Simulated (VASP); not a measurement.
**Be2Se: single point with PBE**

Crystal: Be2Se.

```
Be Se
1.0
     3.23296    0.00000    0.00000
     0.00000    3.23296    0.00000
     0.00000    0.00000    8.12954
Be Se
4 2
Direct
  0.50000 0.50000 0.00000
  0.50000 0.00000 0.78994
  0.00000 0.00000 0.00000
  0.00000 0.50000 0.21006
  0.50000 0.00000 0.29673
  0.00000 0.50000 0.70327
```

```json
{"Program": "VASP 6.6.1", "Task": "single point", "Functional": "PBE", "Potentials or basis": "VASP PAW PBE potentials, release 64 (Be, Se)", "Cutoff": "520 eV", "k mesh": "5 × 5 × 3", "Occupations": "gaussian, width 0.2 eV", "Spin": "no spin polarisation", "Dipole correction": "no", "Further INCAR settings": "ALGO = Normal; EDIFF = 1e-06; NBANDS = 19"}
```

```json
{
 "Pressure": "-0.1 GPa",
 "Largest force": "0.017 eV/Å",
 "Band gap on the k mesh": "zero (band 10 reaches 6.51 eV, above the bottom of band 11 at 4.84 eV)"
}
```

Forces on the atoms (eV/Å):
```
Be   0.000  0.000  0.000
Be   0.000  0.000  0.017
Be   0.000  0.000  0.000
Be   0.000  0.000 -0.017
Se   0.000  0.000  0.015
Se   0.000  0.000 -0.015
```

Stress tensor (GPa, compression positive):
```
-0.24  0.00  0.00
 0.00 -0.24  0.00
 0.00  0.00  0.11
```

Levels at points of the mesh, in eV from the Fermi level:
```
           k point  band 6  band 7  band 8  band 9  band 10  band 11  band 12  band 13  band 14  band 15
(0.00, 0.00, 0.00)   -2.13   -2.13   -1.53   -1.53     1.60     1.98     1.98     2.99     3.18     4.35
```

Wall time 34 s on 1 thread of AMD EPYC 7R13 (shared host), peak memory 0.15 GiB.

Caveat: the k points lie up to 0.39 Å⁻¹ apart; this functional lacks dispersion, which binds the layers, so the pressure and a relaxed spacing across them are unreliable.
